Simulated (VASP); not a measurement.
# GaN (Fm-3m) in VASP: G0W0 quasiparticle levels with PBE

Aim: the G0W0 quasiparticle levels of GaN with PBE.

All numbers are computed with VASP 6.6.1; they aren't measurements. Logs are shortened: lines on timing, memory, paths and dates and some standing lists are left out, and cuts for length are marked.

## Step 1: The cell of the first run

Symmetry: Fm-3m, No. 225, cubic system. Conventional cell: a = 4.270 Å, b = 4.270 Å, c = 4.270 Å, α = 90.00°, β = 90.00°, γ = 90.00°. Within 2.8 Å of Ga (site symmetry m-3m) lie 6 N at 2.14 Å. Within 2.8 Å of N (site symmetry m-3m) lie 6 Ga at 2.14 Å.

## Step 2: G0W0 quasiparticle levels, PBE

The input, POSCAR:

```
GaN
1.0
    0.0000000000      2.1352350000      2.1352350000
    2.1352350000      0.0000000000      2.1352350000
    2.1352350000      2.1352350000      0.0000000000
Ga N
1 1
Direct
    0.0000000000      0.0000000000      0.0000000000
    0.5000000000      0.5000000000      0.5000000000
```

The input, INCAR.step1:

```
PREC = Accurate ; ENCUT = 500
EDIFF = 1E-8 ; ISMEAR = 0
SIGMA = 0.01 ; LREAL = False
LASPH = True ; NELM = 60
ALGO = Normal ; LWAVE = True
LCHARG = False ; GGA = PE
```

The input, INCAR.step2:

```
PREC = Accurate ; ENCUT = 500
EDIFF = 1E-8 ; ISMEAR = 0
SIGMA = 0.01 ; LREAL = False
LASPH = True ; NELM = 1
ALGO = Exact ; LWAVE = True
LCHARG = False ; GGA = PE
NBANDS = 130 ; LOPTICS = True
ISTART = 1
```

The input, INCAR.step3:

```
PREC = Accurate ; ENCUT = 500
EDIFF = 1E-8 ; ISMEAR = 0
SIGMA = 0.01 ; LREAL = False
LASPH = True ; ALGO = EVGW0
LWAVE = False ; LCHARG = False
GGA = PE ; NELMGW = 1
NBANDS = 130 ; ENCUTGW = 200
NOMEGA = 48 ; PRECFOCK = Fast
ISTART = 1 ; NBANDSGW = 17
```

The input, KPOINTS:

```
regular mesh
0
Gamma
  5 5 5
```

Potentials or basis: VASP PAW PBE potentials, release 64 (Ga_d_GW, N_GW).

The run is started by

```console
> cat potpaw_PBE.64/Ga_d_GW/POTCAR potpaw_PBE.64/N_GW/POTCAR > POTCAR
> cp INCAR.step1 INCAR
> mpirun -np 1 vasp_std > vasp.out
> cp INCAR.step2 INCAR
> mpirun -np 1 vasp_std > vasp.out
> cp INCAR.step3 INCAR
> mpirun -np 1 vasp_std > vasp.out
```

OUTCAR:

```text
PREC = Accurate
   ENCUT = 500
   EDIFF = 1E-8
   ISMEAR = 0
   LREAL = False
   LASPH = True
   GGA = PE
   NELMGW = 1
   ENCUTGW = 200
   PRECFOCK = Fast
   ISTART = 1

 ion  position               nearest neighbor table
   1  0.000  0.000  0.000-   2 2.14   2 2.14   2 2.14   2 2.14   2 2.14   2 2.14
   2  0.500  0.500  0.500-   1 2.14   1 2.14   1 2.14   1 2.14   1 2.14   1 2.14

  LATTYP: Found a face centered cubic cell.
 ALAT       =     4.2704700000

  Lattice vectors:

 A1 = (   0.0000000000,   2.1352350000,   2.1352350000)
 A2 = (   2.1352350000,   0.0000000000,   2.1352350000)
 A3 = (   2.1352350000,   2.1352350000,   0.0000000000)

Analysis of symmetry for initial positions (statically):
=====================================================================
 Subroutine PRICEL returns:
 Original cell was already a primitive cell.

 Routine SETGRP: Setting up the symmetry group for a
 face centered cubic supercell.

 Subroutine GETGRP returns: Found 48 space group operations
 (whereof 48 operations were pure point group operations)
 out of a pool of 48 trial point group operations.

The static configuration has the point symmetry O_h .

Analysis of symmetry for dynamics (positions and initial velocities):
=====================================================================
 Subroutine PRICEL returns:
 Original cell was already a primitive cell.

 Routine SETGRP: Setting up the symmetry group for a
 face centered cubic supercell.

 Subroutine GETGRP returns: Found 48 space group operations
 (whereof 48 operations were pure point group operations)
 out of a pool of 48 trial point group operations.

The dynamic configuration has the point symmetry O_h .

 Subroutine INISYM returns: Found 48 space group operations
 (whereof 48 operations are pure point group operations),
 and found     1 'primitive' translations

----------------------------------------------------------------------------------------

                                     Primitive cell

  volume of cell :      19.4700

  direct lattice vectors                    reciprocal lattice vectors
     0.000000000  2.135235000  2.135235000    -0.234166263  0.234166263  0.234166263
     2.135235000  0.000000000  2.135235000     0.234166263 -0.234166263  0.234166263
     2.135235000  2.135235000  0.000000000     0.234166263  0.234166263 -0.234166263

  length of vectors
     3.019678296  3.019678296  3.019678296     0.405587864  0.405587864  0.405587864

  position of ions in fractional coordinates (direct lattice)
     0.000000000  0.000000000  0.000000000
     0.500000000  0.500000000  0.500000000

  ion indices of the primitive-cell ions
   primitive index   ion index
                 1           1
                 2           2

----------------------------------------------------------------------------------------

 KPOINTS: regular mesh

Automatic generation of k-mesh.
 Grid dimensions read from file:
 generate k-points for:    5    5    5

 Generating k-lattice:

  Cartesian coordinates                     Fractional coordinates (reciprocal lattice)
    -0.046833253  0.046833253  0.046833253     0.200000000  0.000000000  0.000000000
     0.046833253 -0.046833253  0.046833253     0.000000000  0.200000000  0.000000000
     0.046833253  0.046833253 -0.046833253     0.000000000  0.000000000  0.200000000

  Length of vectors
     0.081117573  0.081117573  0.081117573

  Shift w.r.t. Gamma in fractional coordinates (k-lattice)
     0.000000000  0.000000000  0.000000000

 Subroutine IBZKPT returns following result:
 ===========================================

 Found     10 irreducible k-points:

 Following reciprocal coordinates:
            Coordinates               Weight
  0.000000  0.000000  0.000000      1.000000
  0.200000  0.000000  0.000000      8.000000
  0.400000  0.000000  0.000000      8.000000
  0.200000  0.200000  0.000000      6.000000
  0.400000  0.200000  0.000000     24.000000
 -0.400000  0.200000  0.000000     24.000000
 -0.200000  0.200000  0.000000     12.000000
  0.400000  0.400000  0.000000      6.000000
 -0.400000  0.400000  0.000000     12.000000
 -0.400000  0.400000  0.200000     24.000000
   k-points           NKPTS =     10   k-points in BZ     NKDIM =    125   number of bands    NBANDS=    130
   number of dos      NEDOS =    301   number of ions     NIONS =      2
   total plane-waves  NPLWV =  13824
   dimension x,y,z NGX =    24 NGY =   24 NGZ =   24
   dimension x,y,z NGXF=    48 NGYF=   48 NGZF=   48
   ions per type =               1   1
   NGX,Y,Z   is equivalent  to a cutoff of  13.21, 13.21, 13.21 a.u.
   NGXF,Y,Z  is equivalent  to a cutoff of  26.43, 26.43, 26.43 a.u.
 SYSTEM =  unknown system
   PREC   = accura    normal or accurate (medium, high low for compatibility)
   ISTART =      1    job   : 0-new  1-cont  2-samecut
   ICHARG =      0    charge: 1-file 2-atom 10-const
   ISPIN  =      1    spin polarized calculation?
   LNONCOLLINEAR =      F non collinear calculations
   LSORBIT =      F    spin-orbit coupling
   LASPH  =      T    aspherical Exc in radial PAW
   ENCUT  =  500.0 eV  36.75 Ry    6.06 a.u.   5.51  5.51  5.51*2*pi/ulx,y,z
   NELM   =     60;   NELMIN=  2; NELMDL=  0     # of ELM steps
   EDIFF  = 0.1E-07   stopping-criterion for ELM
   LREAL  =      F    real-space projection
   EDIFFG = 0.1E-06   stopping-criterion for IOM
   NSW    =      0    number of steps for IOM
   IBRION =     -1    ionic relax: 0-MD 1-quasi-New 2-CG
   NFREE  =      0    steps in history (QN), initial steepest desc. (CG)
   ISIF   =      0    stress and relaxation
   ISYM   =      3    0-nonsym 1-usesym 2-fastsym
   POTIM  = 0.5000    time-step for ionic-motion
   TEBEG  =    0.0;   TEEND  =   0.0 temperature during run
   PSTRESS=    0.0 pullay stress
   NELECT =      18.0000    total number of electrons
   NUPDOWN=      -1.0000    fix difference up-down
   EMIN   =  10.00;   EMAX   =-10.00  energy-range for DOS
   EFERMI =   0.00;   METHOD = LEGACY
   ISMEAR =     0;   SIGMA  =   0.01  broadening in eV -4-tet -1-fermi 0-gaus
   EFERMI_NEDOS =   21; number of points for ismear=-14 and -15
   IALGO  =     38    algorithm
   IMIX   =      4    mixing-type and parameters
     AMIX     =   0.40;   BMIX     =  1.00
     AMIX_MAG =   1.60;   BMIX_MAG =  1.00
  volume/ion in A,a.u.               =       9.74        65.70
  Fermi-wavevector in a.u.,A,eV,Ry     =   1.594814  3.013761 34.605481  2.543431
  Thomas-Fermi vector in A             =   2.692830
   LORBIT       =      0    0 simple, 1 ext, 2 COOP (PROOUT), +10 PAW based schemes
   GGA     = PE    functional components
   LHFCALC =     T    Hartree Fock is set to
   PRECFOCK=fast      Normal, Fast or Accurate (Low or Medium for compatibility)
   ENCUT4O =  -1.0   cutoff for four orbital integrals eV
   NKREDX  =     1    reduce k-point grid by
   NKREDY  =     1    reduce k-point grid by
   NKREDZ  =     1    reduce k-point grid by
   AEXX    =    1.0000 exact exchange contribution
   HFSCREEN=    0.0000 screening length (either q_TF or 0.3 A-1)
   HFSCREENC=   0.0000 screening length for correlation (either q_TF or 0.3 A-1)
   ENCUTFOCK=  -1.0 apply spherical cutoff to Coloumb kernel
   IVDW    =     0    specifies the selected vdW correction
   LEPSILON=     F    determine dielectric tensor
   LRPA    =     F    only Hartree local field effects (RPA)
   LRPAFORCE           =     F    calculate RPA forces
   ENCUTGW             = 200.0    cutoff for response function in eV
   ENCUTGWSOFT         = 160.0    soft cutoff for Coulomb kernel in GW response function in eV
   ENCUTLF             =  -1.0    cutoff for local field effects
   NELMGW              =     1    number of iterations in solving QP/BSE equation
   NELMHF              =     1    number of iterations in the inner HF iteration
   NKREDLFX            =     1    NKREDLFY  =   1   NKREDLFZ  =   1
 non-spin polarized calculation
 Gauss-broadening in eV      SIGMA  =   0.01
  energy-cutoff  :      500.00
  volume of cell :       19.47
 maximum number of plane-waves:       531
 NGX is ok and might be reduce to    24
  NGX = 14; NGY = 14; NGZ = 14
   NGX = 11   NGY = 11   NGZ = 11
 maximum number of plane-waves:       137

 QP shifts <psi_nk| G(iteration)W_0 |psi_nk>: iteration 1
 for sc-GW calculations column KS-energies equals QP-energies in previous step
 and V_xc(KS)=  KS-energies - (<T + V_ion + V_H > + <T+V_H+V_ion>^1  + <V_x>^1)

 k-point   1 :       0.0000    0.0000    0.0000
  band No.  KS-energies  QP-energies   sigma(KS)   V_xc(KS)     V^pw_x(r,r')   Z            occupation Imag(sigma)

      1      -9.6706     -10.6159     -15.8599     -14.4793     -24.2627       0.6847       2.0000       1.3644
      2      -6.7799      -9.4014     -25.2805     -21.6614     -35.0181       0.7244       2.0000       0.2228
      3      -6.7799      -9.4014     -25.2805     -21.6614     -35.0181       0.7244       2.0000       0.2228
      4      -6.7799      -9.4014     -25.2805     -21.6614     -35.0181       0.7244       2.0000       0.2228
      5      -6.6918      -9.3509     -25.5166     -21.8490     -35.4597       0.7250       2.0000       0.2646
      6      -6.6918      -9.3509     -25.5166     -21.8490     -35.4597       0.7250       2.0000       0.2646
[... 9 lines left out ...]
     16      22.6806      23.1892     -11.9489     -12.6192      -4.4839       0.7588       0.0000      -0.5756
     17      23.2779      23.3435      -9.0150      -9.0984      -2.4771       0.7854       0.0000      -0.3536

 k-point   2 :       0.2000    0.0000    0.0000
  band No.  KS-energies  QP-energies   sigma(KS)   V_xc(KS)     V^pw_x(r,r')   Z            occupation Imag(sigma)

      1      -8.9374      -9.8758     -16.1024     -14.7305     -24.3443       0.6841       2.0000       1.2710
      2      -6.8013      -9.4076     -25.1776     -21.5781     -34.8952       0.7241       2.0000       0.2311
      3      -6.7895      -9.4123     -25.3058     -21.6807     -35.1451       0.7235       2.0000       0.2529
      4      -6.7895      -9.4123     -25.3058     -21.6807     -35.1451       0.7235       2.0000       0.2529
      5      -6.6885      -9.3320     -25.4525     -21.8078     -35.2993       0.7253       2.0000       0.2427
      6      -6.6885      -9.3320     -25.4525     -21.8078     -35.2993       0.7253       2.0000       0.2427
[... 9 lines left out ...]
     16      23.9568      24.3399     -11.6746     -12.1575      -5.4750       0.7935       0.0000      -0.4150
     17      29.8638      30.1639     -10.3705     -10.7437      -3.3136       0.8042       0.0000      -0.8351

 k-point   3 :       0.4000    0.0000    0.0000
  band No.  KS-energies  QP-energies   sigma(KS)   V_xc(KS)     V^pw_x(r,r')   Z            occupation Imag(sigma)
[... 127 lines left out ...]
      1      -8.1423     -10.0358     -21.9554     -19.2214     -31.4249       0.6926       2.0000       0.6249
      2      -6.8928      -9.4821     -25.0166     -21.4320     -34.7015       0.7223       2.0000       0.2320
      3      -6.6740      -9.3222     -25.4958     -21.8441     -35.4514       0.7252       2.0000       0.2749
      4      -6.6048      -9.2318     -25.4354     -21.8130     -35.2003       0.7252       2.0000       0.2280
      5      -6.5440      -9.1940     -25.5896     -21.9477     -35.3853       0.7276       2.0000       0.2207
      6      -3.9935      -5.5821     -21.8280     -19.6578     -30.1367       0.7320       2.0000       0.6104
[... 9 lines left out ...]
     16      32.8515      33.4448     -11.3376     -12.0723      -3.7665       0.8075       0.0000      -1.2560
     17      34.5377      35.3625     -13.3233     -14.3229      -5.3224       0.8252       0.0000      -1.7445

 k-point  10 :      -0.4000    0.4000    0.2000
  band No.  KS-energies  QP-energies   sigma(KS)   V_xc(KS)     V^pw_x(r,r')   Z            occupation Imag(sigma)

      1      -7.9778      -9.8637     -21.9152     -19.1984     -31.3237       0.6942       2.0000       0.6268
      2      -6.8235      -9.4241     -25.1101     -21.5181     -34.8133       0.7240       2.0000       0.2318
      3      -6.7797      -9.3893     -25.2389     -21.6331     -35.0896       0.7238       2.0000       0.2704
      4      -6.6880      -9.3069     -25.3250     -21.7123     -35.1318       0.7249       2.0000       0.2501
      5      -6.5531      -9.1994     -25.5720     -21.9315     -35.3643       0.7269       2.0000       0.2214
      6      -4.5869      -6.1971     -21.3588     -19.1505     -29.6853       0.7292       2.0000       0.6375
[... 9 lines left out ...]
     16      33.8121      34.3755     -10.9404     -11.6305      -3.5889       0.8164       0.0000      -1.1721
     17      34.4218      35.2961     -13.1076     -14.1651      -5.5937       0.8268       0.0000      -1.4801
```

Wall time 9.4 min (1 thread of AMD EPYC 7R13, shared host); peak memory 0.31 GiB.

Results:

- Quasiparticle gap: 2.01 eV
- Least direct quasiparticle gap: 3.31 eV
- Band gap of the starting levels on the mesh: 1.13 eV
- Least direct gap of the starting levels on the mesh: 2.35 eV

Caveat: the k points lie up to 0.51 Å⁻¹ apart; bands, screening cutoff and mesh are small and nothing is extrapolated, so the quasiparticle values aren't converged.
